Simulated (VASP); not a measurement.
# BeTe (zincblende type) (F-43m) in VASP: a series of runs

Runs on BeTe (zincblende type). Level: PBE. Tasks: density of states.

Program: VASP 6.6.1. These are calculated values, not measurements. Logs are shortened: lines on timing, memory, paths and dates and some standing lists are left out, and cuts for length are marked.

## 1. The cell of the first run

It takes space group F-43m (No. 216, cubic). The conventional cell has a = 4.174 Å, b = 4.174 Å, c = 4.174 Å, α = 90.00°, β = 90.00°, γ = 90.00°. Be (site symmetry -43m) has 4 Te at 1.81 Å within 2.4 Å. Within 2.4 Å of Te (site symmetry -43m) lie 4 Be at 1.81 Å.

## 2. Density of states, PBE (volume scaled by 0.4)

POSCAR reads:

```
BeTe
1.0
    0.0000000000      2.0868334629      2.0868334629
    2.0868334629      0.0000000000      2.0868334629
    2.0868334629      2.0868334629      0.0000000000
Be Te
1 1
Direct
    0.0000000000      0.0000000000      0.0000000000
    0.2500000000      0.2500000000      0.2500000000
```

INCAR.step1 reads:

```
ALGO = Normal
EDIFF = 1E-7
ENCUT = 520
GGA = PE
ISIF = 2
ISMEAR = -1
LASPH = T
LCHARG = T
LREAL = F
LWAVE = F
NBANDS = 11
NELM = 100
PREC = Accurate
SIGMA = 0.1
```

KPOINTS.step1 reads:

```
k-points
0
Gamma
  13 13 13
```

INCAR.step2 reads:

```
ALGO = Normal
EDIFF = 1E-7
ENCUT = 520
GGA = PE
ICHARG = 11
ISIF = 2
ISMEAR = -5
LASPH = T
LCHARG = F
LORBIT = 10
LREAL = F
LWAVE = F
NEDOS = 2001
NELM = 100
PREC = Accurate
SIGMA = 0.1
```

KPOINTS.step2 reads:

```
k-points
0
Gamma
  20 20 20
```

Potentials or basis: VASP PAW PBE potentials, release 64 (Be, Te).

The run is started by

```bash
$ cat potpaw_PBE.64/Be/POTCAR potpaw_PBE.64/Te/POTCAR > POTCAR
$ cp INCAR.step1 INCAR
$ cp KPOINTS.step1 KPOINTS
$ mpirun -np 1 vasp_std > vasp.out
$ cp INCAR.step2 INCAR
$ cp KPOINTS.step2 KPOINTS
$ mpirun -np 1 vasp_std > vasp.out
```

OUTCAR:

```text
EDIFF = 1E-7
   ENCUT = 520
   GGA = PE
   ICHARG = 11
   ISIF = 2
   ISMEAR = -5
   LASPH = T
   LORBIT = 10
   LREAL = F
   NELM = 100
   PREC = Accurate

 ion  position               nearest neighbor table
   1  0.000  0.000  0.000-   2 1.81   2 1.81   2 1.81   2 1.81
   2  0.250  0.250  0.250-   1 1.81   1 1.81   1 1.81   1 1.81

  LATTYP: Found a face centered cubic cell.
 ALAT       =     4.1736669258

  Lattice vectors:

 A1 = (   0.0000000000,   2.0868334629,   2.0868334629)
 A2 = (   2.0868334629,   0.0000000000,   2.0868334629)
 A3 = (   2.0868334629,   2.0868334629,   0.0000000000)

Analysis of symmetry for initial positions (statically):
=====================================================================
 Subroutine PRICEL returns:
 Original cell was already a primitive cell.

 Routine SETGRP: Setting up the symmetry group for a
 face centered cubic supercell.

 Subroutine GETGRP returns: Found 24 space group operations
 (whereof 24 operations were pure point group operations)
 out of a pool of 48 trial point group operations.

The static configuration has the point symmetry T_d .

Analysis of symmetry for dynamics (positions and initial velocities):
=====================================================================
 Subroutine PRICEL returns:
 Original cell was already a primitive cell.

 Routine SETGRP: Setting up the symmetry group for a
 face centered cubic supercell.

 Subroutine GETGRP returns: Found 24 space group operations
 (whereof 24 operations were pure point group operations)
 out of a pool of 48 trial point group operations.

The dynamic configuration has the point symmetry T_d .

 Subroutine INISYM returns: Found 24 space group operations
 (whereof 24 operations are pure point group operations),
 and found     1 'primitive' translations

----------------------------------------------------------------------------------------

                                     Primitive cell

  volume of cell :      18.1758

  direct lattice vectors                    reciprocal lattice vectors
     0.000000000  2.086833463  2.086833463    -0.239597461  0.239597461  0.239597461
     2.086833463  0.000000000  2.086833463     0.239597461 -0.239597461  0.239597461
     2.086833463  2.086833463  0.000000000     0.239597461  0.239597461 -0.239597461

  length of vectors
     2.951228186  2.951228186  2.951228186     0.414994976  0.414994976  0.414994976

  position of ions in fractional coordinates (direct lattice)
     0.000000000  0.000000000  0.000000000
     0.250000000  0.250000000  0.250000000

  ion indices of the primitive-cell ions
   primitive index   ion index
                 1           1
                 2           2

----------------------------------------------------------------------------------------

 KPOINTS: k-points

Automatic generation of k-mesh.
 Grid dimensions read from file:
 generate k-points for:   20   20   20

 Generating k-lattice:

  Cartesian coordinates                     Fractional coordinates (reciprocal lattice)
    -0.011979873  0.011979873  0.011979873     0.050000000  0.000000000  0.000000000
     0.011979873 -0.011979873  0.011979873     0.000000000  0.050000000  0.000000000
     0.011979873  0.011979873 -0.011979873     0.000000000  0.000000000  0.050000000

  Length of vectors
     0.020749749  0.020749749  0.020749749

  Shift w.r.t. Gamma in fractional coordinates (k-lattice)
     0.000000000  0.000000000  0.000000000

 TETIRR: Found   1093 inequivalent tetrahedra from    48000

 Subroutine IBZKPT returns following result:
 ===========================================

 Found    256 irreducible k-points:

 Following reciprocal coordinates:
            Coordinates               Weight
  0.000000  0.000000  0.000000      1.000000
  0.050000  0.000000  0.000000      8.000000
  0.100000  0.000000  0.000000      8.000000
  0.150000  0.000000  0.000000      8.000000
  0.200000  0.000000  0.000000      8.000000
  0.250000  0.000000  0.000000      8.000000
[... 16 lines left out ...]
 -0.400000  0.050000  0.000000     24.000000
 -0.350000  0.050000  0.000000     24.000000
 [... further k-points ...]
   k-points           NKPTS =    256   k-points in BZ     NKDIM =    256   number of bands    NBANDS=      8
   number of dos      NEDOS =   2001   number of ions     NIONS =      2
   total plane-waves  NPLWV =  13824
   dimension x,y,z NGX =    24 NGY =   24 NGZ =   24
   dimension x,y,z NGXF=    48 NGYF=   48 NGZF=   48
   ions per type =               1   1
   NGX,Y,Z   is equivalent  to a cutoff of  13.52, 13.52, 13.52 a.u.
   NGXF,Y,Z  is equivalent  to a cutoff of  27.04, 27.04, 27.04 a.u.
 SYSTEM =  unknown system
   PREC   = accura    normal or accurate (medium, high low for compatibility)
   ISTART =      0    job   : 0-new  1-cont  2-samecut
   ICHARG =     11    charge: 1-file 2-atom 10-const
   ISPIN  =      1    spin polarized calculation?
   LNONCOLLINEAR =      F non collinear calculations
   LSORBIT =      F    spin-orbit coupling
   LASPH  =      T    aspherical Exc in radial PAW
   ENCUT  =  520.0 eV  38.22 Ry    6.18 a.u.   5.49  5.49  5.49*2*pi/ulx,y,z
   NELM   =    100;   NELMIN=  2; NELMDL=  0     # of ELM steps
   EDIFF  = 0.1E-06   stopping-criterion for ELM
   LREAL  =      F    real-space projection
   EDIFFG = 0.1E-05   stopping-criterion for IOM
   NSW    =      0    number of steps for IOM
   IBRION =     -1    ionic relax: 0-MD 1-quasi-New 2-CG
   NFREE  =      0    steps in history (QN), initial steepest desc. (CG)
   ISIF   =      2    stress and relaxation
   ISYM   =      2    0-nonsym 1-usesym 2-fastsym
   POTIM  = 0.5000    time-step for ionic-motion
   TEBEG  =    0.0;   TEEND  =   0.0 temperature during run
   PSTRESS=    0.0 pullay stress
   NELECT =       8.0000    total number of electrons
   NUPDOWN=      -1.0000    fix difference up-down
   EMIN   =  10.00;   EMAX   =-10.00  energy-range for DOS
   EFERMI =   0.00;   METHOD = LEGACY
   ISMEAR =    -5;   SIGMA  =   0.10  broadening in eV -4-tet -1-fermi 0-gaus
   EFERMI_NEDOS =   21; number of points for ismear=-14 and -15
   IALGO  =     38    algorithm
   IMIX   =      4    mixing-type and parameters
     AMIX     =   0.40;   BMIX     =  1.00
     AMIX_MAG =   1.60;   BMIX_MAG =  1.00
  volume/ion in A,a.u.               =       9.09        61.33
  Fermi-wavevector in a.u.,A,eV,Ry     =   1.245299  2.353274 21.099507  1.550770
  Thomas-Fermi vector in A             =   2.379528
   LORBIT       =     10    0 simple, 1 ext, 2 COOP (PROOUT), +10 PAW based schemes
   GGA     = PE    functional components
   LHFCALC =     F    Hartree Fock is set to
   AEXX    =    0.0000 exact exchange contribution
   IVDW    =     0    specifies the selected vdW correction
   LEPSILON=     F    determine dielectric tensor
   LRPA    =     F    only Hartree local field effects (RPA)
 non-spin polarized calculation
 Fermi weights with tetrahedron method with Bloechl corrections
  energy-cutoff  :      520.00
  volume of cell :       18.18
 maximum number of plane-waves:       531
 NGX is ok and might be reduce to    24

 number of electron       8.0000000 magnetization

 Free energy of the ion-electron system (eV)
  ---------------------------------------------------
  ext. energy  EPLUGINS =         0.00000000
  ---------------------------------------------------
  free energy    TOTEN  =         4.78879892 eV

  energy without entropy =        4.78879892  energy(sigma->0) =        4.78879892

 E-fermi :  20.5210     XC(G=0): -13.1349

 val. band max:       20.4372900232   @ k =   0.1000   0.1000   0.0000
 cond. band min:      20.4832585915   @ k =   0.3500   0.3500   0.0000
 fundamental gap:      0.0459685683
 Fermi energy:        20.5209650938

 k-point     1 :       0.0000    0.0000    0.0000
  band No.  band energies     occupation
      1      -1.2656      2.00000
      2      21.2047     -0.33421
      3      21.2047     -0.09873
      4      21.2047      0.00000
      5      23.1303      0.00000
      6      23.1303      0.00000
      7      23.1303      0.00000
      8      29.0336      0.00000

 k-point     2 :       0.0500    0.0000    0.0000
  band No.  band energies     occupation
      1      -1.2056      2.00000
      2      20.2238      1.95825
      3      20.9075      0.70545
      4      20.9075     -0.00723
      5      23.4601      0.00000
      6      23.4601      0.00000
      7      23.8414      0.00000
      8      28.8462      0.00000

 k-point     3 :       0.1000    0.0000    0.0000
  band No.  band energies     occupation
      1      -1.0253      2.00000
      2      18.5229      2.00000
      3      20.3203      1.96076
      4      20.3203      1.16259
      5      24.1199      0.00000
      6      24.1199      0.00000
      7      24.7883      0.00000
      8      28.3927      0.00000

 k-point     4 :       0.1500    0.0000    0.0000
  band No.  band energies     occupation
      1      -0.7255      2.00000
      2      16.6812      2.00000
      3      19.7006      2.00000
      4      19.7006      2.14558
      5      24.7612      0.00000
      6      24.7612      0.00000
      7      25.5356      0.00000
      8      27.8558      0.00000

 k-point     5 :       0.2000    0.0000    0.0000
  band No.  band energies     occupation
      1      -0.3071      2.00000
      2      14.8281      2.00000
      3      19.1232      2.00000
      4      19.1232      2.00000
      5      25.1462      0.00000
      6      25.1462      0.00000
      7      26.1083      0.00000
      8      27.3505      0.00000

 k-point     6 :       0.2500    0.0000    0.0000
  band No.  band energies     occupation
      1       0.2274      2.00000
      2      13.0251      2.00000
      3      18.6137      2.00000
      4      18.6137      2.00000
      5      25.1592      0.00000
      6      25.1592      0.00000
      7      26.4754      0.00000
      8      27.0094      0.00000

 k-point     7 :       0.3000    0.0000    0.0000
  band No.  band energies     occupation
      1       0.8728      2.00000
      2      11.3110      2.00000
      3      18.1846      2.00000
      4      18.1846      2.00000
      5      24.9276      0.00000
      6      24.9276      0.00000
      7      26.3421      0.00000
      8      27.1729      0.00000
[... 133 lines left out ...]
 k-point    20 :       0.4500    0.0500    0.0000
  band No.  band energies     occupation
      1       3.0133      2.00000
      2       7.5330      2.00000
      3      17.1267      2.00000
      4      17.3733      2.00000
      5      23.5764      0.00000
      6      24.6612      0.00000
      7      26.5207      0.00000
      8      27.9972      0.00000

 k-point    21 :       0.5000    0.0500    0.0000
  band No.  band energies     occupation
      1       3.5911      2.00000
      2       6.7496      2.00000
      3      17.1356      2.00000
      4      17.1877      2.00000
      5      23.5912      0.00000
      6      24.4406      0.00000
      7      26.4884      0.00000
      8      28.0971      0.00000

 k-point    22 :      -0.4500    0.0500    0.0000
  band No.  band energies     occupation
      1       3.4538      2.00000
      2       6.9282      2.00000
      3      17.0015      2.00000
      4      17.3572      2.00000
      5      23.7168      0.00000
      6      24.3260      0.00000
      7      26.5253      0.00000
      8      28.0814      0.00000

 k-point    23 :      -0.4000    0.0500    0.0000
  band No.  band energies     occupation
      1       2.7513      2.00000
      2       7.9181      2.00000
      3      16.9757      2.00000
      4      17.6298      2.00000
      5      23.9493      0.00000
      6      24.3190      0.00000
      7      26.6297      0.00000
      8      27.9528      0.00000

 k-point    24 :      -0.3500    0.0500    0.0000
  band No.  band energies     occupation
      1       1.9348      2.00000
      2       9.2650      2.00000
      3      17.0602      2.00000
      4      17.9974      2.00000
      5      24.2795      0.00000
      6      24.4090      0.00000
      7      26.7805      0.00000
      8      27.7319      0.00000

 [... further k-points ...]

------------------------ aborting loop because EDIFF is reached ----------------------------------------

  FORCE on cell =-STRESS in cart. coord.  units (eV):
  Direction    XX          YY          ZZ          XY          YZ          ZX
  --------------------------------------------------------------------------------------
  -------------------------------------------------------------------------------------
  Total       35.2562735     35.2562735     35.2562735     -0.0000000     -0.0000000      0.0000000
  in kB     3107.8039676   3107.8039676   3107.8039676     -0.0000000     -0.0000000      0.0000000
  external PRESSURE =    3107.8039676 kB  Pullay stress =       0.0000000 kB

 VOLUME and BASIS-vectors are now :
 -----------------------------------------------------------------------------
  energy-cutoff  :      520.00
  volume of cell :       18.18
      direct lattice vectors                 reciprocal lattice vectors
     0.000000000  2.086833463  2.086833463    -0.239597461  0.239597461  0.239597461
     2.086833463  0.000000000  2.086833463     0.239597461 -0.239597461  0.239597461
     2.086833463  2.086833463  0.000000000     0.239597461  0.239597461 -0.239597461

 POSITION                                       TOTAL-FORCE (eV/Angst)
 -----------------------------------------------------------------------------------
      0.00000      0.00000      0.00000         0.000000      0.000000      0.000000
      1.04342      1.04342      1.04342        -0.000000     -0.000000     -0.000000
 -----------------------------------------------------------------------------------
    total drift:                                0.000000      0.000000      0.000000

  FREE ENERGIE OF THE ION-ELECTRON SYSTEM (eV)
  ---------------------------------------------------
  free  energy   TOTEN  =         4.7887989220 eV

  energy  without entropy=        4.7887989220  energy(sigma->0) =        4.78879892

 total charge

# of ion       s       p       d       tot
------------------------------------------
    1        0.738   2.151   0.000   2.889
    2        1.423   2.829   0.306   4.558
--------------------------------------------------
tot          2.162   4.980   0.306   7.447
```

Wall time 29 s (1 thread of Intel Xeon Platinum 8259CL at 2.50GHz (Skylake/Cascade Lake), shared host); peak memory 0.17 GiB.

Results:

```yaml
Valence_electrons_inside_the_program's_atomic_spheres: Be 2.89; Te 4.56
```

Caveat: spin-orbit coupling is left out, which moves the levels of the heavy elements; tetrahedron occupations give inexact forces and stress in metals.

(Part 1 of 2 ends here.)
